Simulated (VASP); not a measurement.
Crystal: GaW.

```
Ga W
1.0
     0.00000    2.64680    2.64680
     2.64680    0.00000    2.64680
     2.64680    2.64680    0.00000
Ga W
1 1
Direct
  0.50000 0.50000 0.50000
  0.00000 0.00000 0.00000
```

- Program: VASP 6.6.1
- Task: relaxation of cell and atoms
- Functional: PBE
- Potentials or basis: VASP PAW PBE potentials, release 64 (Ga_d, W_sv)
- Cutoff: 600 eV
- k mesh: 6 × 6 × 6
- Occupations: gaussian, width 0.1 eV
- Spin: no spin polarisation

At the start: pressure -12.0 GPa; volume 18.54 Å³/atom.

Where does the relaxation end?

Over 4 steps the energy falls by 65.9 meV/atom and the volume is 16.93 Å³/atom (-8.7 %); space group Fm-3m (No. 225, to 0.05 Å).

The path:
```tsv
step	energy change (eV)	largest force (eV/Å)	pressure (GPa)	volume (Å³)
1	0.0000	0.0000	-11.98	37.08
2	0.1244	0.0000	24.59	30.13
3	-0.1316	0.0000	-0.40	33.93
4	-0.1317	0.0000	-0.03	33.86
```

Final structure:
```yaml
crystal:
  lattice:
    - [0.00000, 2.56782, 2.56782]
    - [2.56782, 0.00000, 2.56782]
    - [2.56782, 2.56782, 0.00000]
  atoms:
    - { symbol: Ga, position: [0.50000, 0.50000, 0.50000] }
    - { symbol: W, position: [0.00000, 0.00000, 0.00000] }
```
